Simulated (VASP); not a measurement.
# Rh (Fmmm) in VASP: single point with PBE

Aim: the single point of Rh with PBE.

All numbers are computed with VASP 6.6.1; they aren't measurements. Logs are shortened: lines on timing, memory, paths and dates and some standing lists are left out, and cuts for length are marked.

## (1) The cell of the first run

It takes space group Fmmm (No. 69, orthorhombic). The conventional cell has a = 2.694 Å, b = 4.561 Å, c = 9.656 Å, α = 90.00°, β = 90.00°, γ = 90.00°. Rh (site symmetry mm2) has 11 Rh at 2.48 to 3.27 Å within 3.3 Å.

## (2) Single point, PBE

INCAR reads:

```
SYSTEM = Rh
PREC = Accurate
ENCUT = 520
EDIFF = 1E-6
ISMEAR = 0
SIGMA = 0.1
LREAL = .FALSE.
LASPH = .TRUE.
NELM = 80
ALGO = Normal
ISIF = 2
LWAVE = .FALSE.
LCHARG = .FALSE.
GGA = PE
NBANDS = 38
```

KPOINTS reads:

```
Automatic mesh
0
G
  6 6 4
  0 0 0
```

POSCAR reads:

```
Rh
1.0
    1.3471796654     -4.8277613964      0.0000000000
    1.3471796654      4.8277613964      0.0000000000
    0.0000000000      0.0000000000      4.5611110483
Rh
4
Direct
    0.1283142322      0.8716857678      0.9999944868
    0.6283142322      0.3716857678      0.5000055132
    0.8716857678      0.1283142322      0.0000055132
    0.3716857678      0.6283142322      0.4999944868
```

Potentials or basis: VASP PAW PBE potentials, release 64 (Rh_pv).

The run is started by

```bash
> cat potpaw_PBE.64/Rh_pv/POTCAR > POTCAR
> mpirun -np 1 vasp_std > vasp.out
```

OUTCAR:

```text
SYSTEM = Rh
   PREC = Accurate
   ENCUT = 520
   EDIFF = 1E-6
   ISMEAR = 0
   LREAL = .FALSE.
   LASPH = .TRUE.
   NELM = 80
   ISIF = 2
   GGA = PE

 ion  position               nearest neighbor table
   1  0.128  0.872  1.000-   3 2.48   2 2.65   2 2.65   2 2.65   2 2.65   3 2.71   3 2.71   4 3.27
                             4 3.27
   2  0.628  0.372  0.500-   4 2.48   1 2.65   1 2.65   1 2.65   1 2.65   4 2.71   4 2.71   3 3.27
                             3 3.27
   3  0.872  0.128  0.000-   1 2.48   4 2.65   4 2.65   4 2.65   4 2.65   1 2.71   1 2.71   2 3.27
                             2 3.27
   4  0.372  0.628  0.500-   2 2.48   3 2.65   3 2.65   3 2.65   3 2.65   2 2.71   2 2.71   1 3.27
                             1 3.27

  LATTYP: Found a base centered orthorhombic cell.
 ALAT       =     2.6943593308
 B/A-ratio  =     3.5836061963
 C/A-ratio  =     1.6928369561

  Lattice vectors:

 A1 = (   1.3471796654,  -4.8277613964,   0.0000000000)
 A2 = (   1.3471796654,   4.8277613964,   0.0000000000)
 A3 = (   0.0000000000,   0.0000000000,   4.5611110483)

Analysis of symmetry for initial positions (statically):
=====================================================================
 Subroutine PRICEL returns:
 Original cell was already a primitive cell.

 Routine SETGRP: Setting up the symmetry group for a
 base centered orthorhombic supercell.

 Subroutine GETGRP returns: Found  8 space group operations
 (whereof  4 operations were pure point group operations)
 out of a pool of  8 trial point group operations.

The static configuration has the point symmetry C_2h.
 The point group associated with its full space group is D_2h.

Analysis of symmetry for dynamics (positions and initial velocities):
=====================================================================
 Subroutine PRICEL returns:
 Original cell was already a primitive cell.

 Routine SETGRP: Setting up the symmetry group for a
 base centered orthorhombic supercell.

 Subroutine GETGRP returns: Found  8 space group operations
 (whereof  4 operations were pure point group operations)
 out of a pool of  8 trial point group operations.

The dynamic configuration has the point symmetry C_2h.
 The point group associated with its full space group is D_2h.

 Subroutine INISYM returns: Found  8 space group operations
 (whereof  4 operations are pure point group operations),
 and found     1 'primitive' translations

----------------------------------------------------------------------------------------

                                     Primitive cell

  volume of cell :      59.3297

  direct lattice vectors                    reciprocal lattice vectors
     1.347179665 -4.827761396  0.000000000     0.371145745 -0.103567670  0.000000000
     1.347179665  4.827761396  0.000000000     0.371145745  0.103567670  0.000000000
     0.000000000  0.000000000  4.561111048     0.000000000  0.000000000  0.219244826

  length of vectors
     5.012202425  5.012202425  4.561111048     0.385325091  0.385325091  0.219244826

  position of ions in fractional coordinates (direct lattice)
     0.128314232  0.871685768  0.999994487
     0.628314232  0.371685768  0.500005513
     0.871685768  0.128314232  0.000005513
     0.371685768  0.628314232  0.499994487

  ion indices of the primitive-cell ions
   primitive index   ion index
                 1           1
                 2           2
                 3           3
                 4           4

----------------------------------------------------------------------------------------

 KPOINTS: Automatic mesh

Automatic generation of k-mesh.
 Grid dimensions read from file:
 generate k-points for:    6    6    4

 Generating k-lattice:

  Cartesian coordinates                     Fractional coordinates (reciprocal lattice)
     0.061857624 -0.017261278  0.000000000     0.166666667  0.000000000  0.000000000
     0.061857624  0.017261278  0.000000000     0.000000000  0.166666667  0.000000000
     0.000000000  0.000000000  0.054811207     0.000000000  0.000000000  0.250000000

  Length of vectors
     0.064220849  0.064220849  0.054811207

  Shift w.r.t. Gamma in fractional coordinates (k-lattice)
     0.000000000  0.000000000  0.000000000

 Subroutine IBZKPT returns following result:
 ===========================================

 Found     39 irreducible k-points:

 Following reciprocal coordinates:
            Coordinates               Weight
  0.000000  0.000000  0.000000      1.000000
  0.166667 -0.000000  0.000000      4.000000
  0.333333 -0.000000  0.000000      4.000000
  0.500000 -0.000000  0.000000      2.000000
  0.166667  0.166667  0.000000      2.000000
  0.333333  0.166667  0.000000      4.000000
[... 16 lines left out ...]
  0.333333  0.333333  0.250000      4.000000
  0.500000  0.333333  0.250000      8.000000
 [... further k-points ...]
   k-points           NKPTS =     39   k-points in BZ     NKDIM =     39   number of bands    NBANDS=     38
   number of dos      NEDOS =    301   number of ions     NIONS =      4
   total plane-waves  NPLWV =  57600
   dimension x,y,z NGX =    40 NGY =   40 NGZ =   36
   dimension x,y,z NGXF=    80 NGYF=   80 NGZF=   72
   ions per type =               4
   NGX,Y,Z   is equivalent  to a cutoff of  13.27, 13.27, 13.12 a.u.
   NGXF,Y,Z  is equivalent  to a cutoff of  26.53, 26.53, 26.24 a.u.
 SYSTEM =  Rh
   PREC   = accura    normal or accurate (medium, high low for compatibility)
   ISTART =      0    job   : 0-new  1-cont  2-samecut
   ICHARG =      2    charge: 1-file 2-atom 10-const
   ISPIN  =      1    spin polarized calculation?
   LNONCOLLINEAR =      F non collinear calculations
   LSORBIT =      F    spin-orbit coupling
   LASPH  =      T    aspherical Exc in radial PAW
   ENCUT  =  520.0 eV  38.22 Ry    6.18 a.u.   9.32  9.32  8.48*2*pi/ulx,y,z
   NELM   =     80;   NELMIN=  2; NELMDL= -5     # of ELM steps
   EDIFF  = 0.1E-05   stopping-criterion for ELM
   LREAL  =      F    real-space projection
   EDIFFG = 0.1E-04   stopping-criterion for IOM
   NSW    =      0    number of steps for IOM
   IBRION =     -1    ionic relax: 0-MD 1-quasi-New 2-CG
   NFREE  =      0    steps in history (QN), initial steepest desc. (CG)
   ISIF   =      2    stress and relaxation
   ISYM   =      2    0-nonsym 1-usesym 2-fastsym
   POTIM  = 0.5000    time-step for ionic-motion
   TEBEG  =    0.0;   TEEND  =   0.0 temperature during run
   PSTRESS=    0.0 pullay stress
   NELECT =      60.0000    total number of electrons
   NUPDOWN=      -1.0000    fix difference up-down
   EMIN   =  10.00;   EMAX   =-10.00  energy-range for DOS
   EFERMI =   0.00;   METHOD = LEGACY
   ISMEAR =     0;   SIGMA  =   0.10  broadening in eV -4-tet -1-fermi 0-gaus
   EFERMI_NEDOS =   21; number of points for ismear=-14 and -15
   IALGO  =     38    algorithm
   IMIX   =      4    mixing-type and parameters
     AMIX     =   0.40;   BMIX     =  1.00
     AMIX_MAG =   1.60;   BMIX_MAG =  1.00
  volume/ion in A,a.u.               =      14.83       100.09
  Fermi-wavevector in a.u.,A,eV,Ry     =   1.643241  3.105275 36.739009  2.700241
  Thomas-Fermi vector in A             =   2.733408
   LORBIT       =      0    0 simple, 1 ext, 2 COOP (PROOUT), +10 PAW based schemes
   GGA     = PE    functional components
   LHFCALC =     F    Hartree Fock is set to
   AEXX    =    0.0000 exact exchange contribution
   IVDW    =     0    specifies the selected vdW correction
   LEPSILON=     F    determine dielectric tensor
   LRPA    =     F    only Hartree local field effects (RPA)
 non-spin polarized calculation
 Gauss-broadening in eV      SIGMA  =   0.10
  energy-cutoff  :      520.00
  volume of cell :       59.33
 maximum number of plane-waves:      1620
 NGX is ok and might be reduce to    40
   NGX = 19   NGY = 19   NGZ = 17

 number of electron      59.9999992 magnetization

 Free energy of the ion-electron system (eV)
  ---------------------------------------------------
  ext. energy  EPLUGINS =         0.00000000
  ---------------------------------------------------
  free energy    TOTEN  =       -27.76243457 eV

  energy without entropy =      -27.72157450  energy(sigma->0) =      -27.74200454

 E-fermi :  10.4466     XC(G=0): -13.4917

 val. band max:       10.4457481575   @ k =   0.3333  -0.0000   0.2500
 cond. band min:      10.4531694504   @ k =   0.3333   0.3333   0.2500
 fundamental gap:      0.0074212929
 Fermi energy:        10.4466458515

 k-point     1 :       0.0000    0.0000    0.0000
  band No.  band energies     occupation
      1     -36.2641      2.00000
      2     -36.2526      2.00000
      3     -36.1442      2.00000
      4     -36.1436      2.00000
      5     -35.8020      2.00000
      6     -35.7793      2.00000
[... 30 lines left out ...]
     37      17.6900      0.00000
     38      17.7025      0.00000

 k-point     2 :       0.1667   -0.0000    0.0000
  band No.  band energies     occupation
      1     -36.2232      2.00000
      2     -36.1973      2.00000
      3     -36.1208      2.00000
      4     -36.0984      2.00000
      5     -35.8933      2.00000
      6     -35.8548      2.00000
[... 30 lines left out ...]
     37      18.1947      0.00000
     38      19.1575      0.00000

 k-point     3 :       0.3333   -0.0000    0.0000
  band No.  band energies     occupation
      1     -36.1415      2.00000
      2     -36.1094      2.00000
      3     -36.0632      2.00000
      4     -36.0526      2.00000
      5     -35.9854      2.00000
      6     -35.9779      2.00000
[... 30 lines left out ...]
     37      18.5341      0.00000
     38      19.6735      0.00000

 k-point     4 :       0.5000   -0.0000    0.0000
  band No.  band energies     occupation
      1     -36.1336      2.00000
      2     -36.1336      2.00000
      3     -36.1255      2.00000
      4     -36.1255      2.00000
      5     -35.9642      2.00000
      6     -35.9642      2.00000
[... 30 lines left out ...]
     37      20.6309      0.00000
     38      20.6309      0.00000
[... 703 lines left out ...]
      4     -36.0638      2.00000
      5     -35.7947      2.00000
      6     -35.7392      2.00000
[... 30 lines left out ...]
     37      18.5941      0.00000
     38      19.4470      0.00000

 k-point    23 :       0.3333    0.3333    0.2500
  band No.  band energies     occupation
      1     -36.1772      2.00000
      2     -36.1088      2.00000
      3     -36.1079      2.00000
      4     -36.0114      2.00000
      5     -35.9650      2.00000
      6     -35.9478      2.00000
[... 30 lines left out ...]
     37      18.4593      0.00000
     38      22.1657      0.00000

 k-point    24 :       0.5000    0.3333    0.2500
  band No.  band energies     occupation
      1     -36.1090      2.00000
      2     -36.0843      2.00000
      3     -36.0215      2.00000
      4     -35.9656      2.00000
      5     -35.8673      2.00000
      6     -35.8462      2.00000
[... 30 lines left out ...]
     37      21.6100      0.00000
     38      22.0727      0.00000

 [... further k-points ...]
[... 5 lines left out ...]
  --------------------------------------------------------------------------------------
  -------------------------------------------------------------------------------------
  Total        0.0277762      0.0271004      0.0489024      0.0000000      0.0000000      0.0000000
  in kB        0.7500859      0.7318376      1.3205921      0.0000000      0.0000000      0.0000000
  external PRESSURE =       0.9341719 kB  Pullay stress =       0.0000000 kB

 VOLUME and BASIS-vectors are now :
 -----------------------------------------------------------------------------
  energy-cutoff  :      520.00
  volume of cell :       59.33
      direct lattice vectors                 reciprocal lattice vectors
     1.347179665 -4.827761396  0.000000000     0.371145745 -0.103567670  0.000000000
     1.347179665  4.827761396  0.000000000     0.371145745  0.103567670  0.000000000
     0.000000000  0.000000000  4.561111048     0.000000000  0.000000000  0.219244826

 POSITION                                       TOTAL-FORCE (eV/Angst)
 -----------------------------------------------------------------------------------
      1.34718      3.58882      4.56109         0.000000     -0.003958      0.000345
      1.34718     -1.23894      2.28058         0.000000     -0.003958     -0.000345
      1.34718     -3.58882      0.00003         0.000000      0.003958     -0.000345
      1.34718      1.23894      2.28053         0.000000      0.003958      0.000345
 -----------------------------------------------------------------------------------
    total drift:                               -0.000000     -0.000000      0.000000

  FREE ENERGIE OF THE ION-ELECTRON SYSTEM (eV)
  ---------------------------------------------------
  free  energy   TOTEN  =       -27.7624345695 eV

  energy  without entropy=      -27.7215745047  energy(sigma->0) =      -27.74200454
```

Run time: 89 s. Hardware: 1 thread of Intel Xeon Platinum 8259CL at 2.50GHz (Skylake/Cascade Lake), shared host; peak memory 0.25 GiB.

What came out:

* Free energy: -27.7624 eV
* Pressure: 0.1 GPa
* Largest force: 0.004 eV/Å
* Band gap on the k mesh: zero (bands 30 and 31 overlap by 1.65 eV)

Forces in eV/Å, atoms in the order of the input:
```
Rh   0.000 -0.004  0.000
Rh   0.000 -0.004  0.000
Rh   0.000  0.004  0.000
Rh   0.000  0.004  0.000
```

Caveat: the k points lie up to 0.40 Å⁻¹ apart, too coarse for converged energies and pressures of a metal.
